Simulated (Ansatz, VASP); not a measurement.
**Two plane-wave programs on Ga3PN2**

File INCAR:

```
SYSTEM = Ga3PN2
  PREC = Accurate
  ENCUT = 520
  EDIFF = 1E-6
  ISMEAR = 0
  SIGMA = 0.1
  LREAL = .False.
  LASPH = .True.
  NELM = 150
  ALGO = Normal
  ISIF = 2
  LWAVE = .False.
  LCHARG = .True.
  ISPIN = 2
  MAGMOM = 0 0 0 0 1 1
  LORBIT = 11
  GGA = PE
  LELF = .True.
  LVHAR = .True.
  NBANDS = 40
```

Contents of KPOINTS:

```
regular mesh
0
Gamma
  6 6 2
  0 0 0
```

Contents of POSCAR:

```
Ga3PN2
1.0
    3.1663685627      0.0000000000      0.0000000000
   -1.5831842814      2.7421556130      0.0000000000
    0.0000000000      0.0000000000      8.4042865077
Ga P N
3 1 2
Direct
    0.0000000000      0.0000000000      0.5000000000
    0.6666666667      0.3333333333      0.7888407113
    0.3333333333      0.6666666667      0.2111592887
    0.0000000000      0.0000000000      0.0000000000
    0.6666666667      0.3333333333      0.3499385312
    0.3333333333      0.6666666667      0.6500614688
```

Input for Ansatz:

```yaml
crystal:
  lattice:
    - [3.1663685627, 0.0, 0.0]
    - [-1.5831842814, 2.742155613, 0.0]
    - [0.0, 0.0, 8.4042865077]
  atoms:
    - { symbol: Ga, position: [0.0, 0.0, 0.5] }
    - { symbol: Ga, position: [0.6666666667, 0.3333333333, 0.7888407113] }
    - { symbol: Ga, position: [0.3333333333, 0.6666666667, 0.2111592887] }
    - { symbol: P, position: [0.0, 0.0, 0.0] }
    - { symbol: "N", position: [0.6666666667, 0.3333333333, 0.3499385312], spin: 1.0 }
    - { symbol: "N", position: [0.3333333333, 0.6666666667, 0.6500614688], spin: 1.0 }
basis:
  ecutwfc: 420
kpoints:
  mp_grid: { grid: [6, 6, 2] }
hamiltonian:
  xc: pbe
scf:
  occupations: { method: gaussian, width: 0.1 }
  lower_state_search: "off"
output:
  forces: true
  stress: true
  eigenvalues: true
  populations: true
magnetization:
  spin_polarized: true
```

Change from the starting cell: species swapped into the Li3GdBi2 type (P-3m1, No. 164).

Alike in both runs: task single point; functional PBE; k mesh 6 × 6 × 2; occupations gaussian, width 0.1 eV; collinear spin.

|  | VASP | Ansatz |
| --- | --- | --- |
| version | VASP 6.6.1 | Ansatz 0.2.0 |
| potentials or method | VASP PAW PBE potentials, release 64 (Ga_d, P, N), cutoff 520 eV | scalar-relativistic, plane waves, PAW |
| valence electrons in the cell | 54 | 54 |

|  | VASP | Ansatz | Ansatz less VASP |
| --- | --- | --- | --- |
| gap on the k mesh at the Fermi level (eV) | none | none | - |
| pressure (GPa) | 0.5 | 0.2 | -0.33 |
| traceless stress, the component that is largest in VASP (GPa) | -0.43 | -0.43 | -0.004 |
| rms of the force components (eV/Å) | 0.009 | 0.015 | +0.0064 |
| net moment per atom (μB) | 0.00 | 0.00 | 0.000 |

Atom by atom the forces differ by 0.009 eV/Å (rms over components). A gap of «none» marks a metal or a gap that the smearing closes. Ansatz's warnings: seeded moment not kept.

The k mesh is coarse, so the values compare programs but aren't converged.
